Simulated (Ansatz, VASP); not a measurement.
NaSnCl3 in VASP and in Ansatz

File POSCAR:

```
NaSnCl3
1.0
    5.5280093454      0.0000000000      0.0000000000
    0.0000000000      5.5280093454      0.0000000000
    0.0000000000      0.0000000000      5.5280093454
Na Sn Cl
1 1 3
Direct
    0.0000000000      0.0000000000      0.0000000000
    0.5000000000      0.5000000000      0.5000000000
    0.5000000000      0.5000000000      0.0000000000
    0.5000000000      0.0000000000      0.5000000000
    0.0000000000      0.5000000000      0.5000000000
```

Contents of INCAR.step1:

```
PREC = Accurate
ENCUT = 520
ISMEAR = 0
SIGMA = 0.01
LREAL = False
LASPH = True
NELM = 80
NBANDS = 29
GGA = PE
ALGO = Normal
EDIFF = 1E-4
LWAVE = True
LCHARG = False
```

The input INCAR.step2:

```
PREC = Accurate
ENCUT = 520
EDIFF = 1E-7
ISMEAR = 0
SIGMA = 0.01
LREAL = False
LASPH = True
NELM = 80
ALGO = Normal
ISIF = 2
LWAVE = False
LCHARG = True
METAGGA = R2SCAN
LMIXTAU = True
LELF = True
LVHAR = True
NBANDS = 29
ISTART = 1
```

KPOINTS

```
regular mesh
0
Gamma
  4 4 4
```

Input for Ansatz:

```yaml
crystal:
  lattice:
    - [5.5280093454, 0.0, 0.0]
    - [0.0, 5.5280093454, 0.0]
    - [0.0, 0.0, 5.5280093454]
  atoms:
    - { symbol: Na, position: [0.0, 0.0, 0.0] }
    - { symbol: Sn, position: [0.5, 0.5, 0.5] }
    - { symbol: Cl, position: [0.5, 0.5, 0.0] }
    - { symbol: Cl, position: [0.5, 0.0, 0.5] }
    - { symbol: Cl, position: [0.0, 0.5, 0.5] }
kpoints:
  mp_grid: { grid: [4, 4, 4] }
hamiltonian:
  xc: r2scan
scf:
  occupations: { method: fixed }
  n_extra_bands: 5
output:
  forces: true
  stress: true
  eigenvalues: true
```

Alike in both runs: task single point; functional r2SCAN; k mesh 4 × 4 × 4; no spin polarisation.

```csv
,VASP,Ansatz
version,VASP 6.6.1,Ansatz 0.2.0
potentials or method,"VASP PAW PBE potentials, release 64 (Na_pv, Sn_d, Cl)","plane waves, PAW"
plane-wave cutoff (eV),520,500
occupations,"gaussian, width 0.01 eV",fixed
valence electrons in the cell,42,44
```

```tsv
	VASP	Ansatz	Ansatz less VASP
gap on the k mesh at the Fermi level (eV)	0.96	0.95	-0.013
pressure (GPa)	0.0	0.0	+0.03
```

VASP's potentials were made for PBE, not for r2SCAN. VASP's potentials hold 42 valence electrons a cell and Ansatz's 44, so a difference there can come from the potentials and not from the codes.
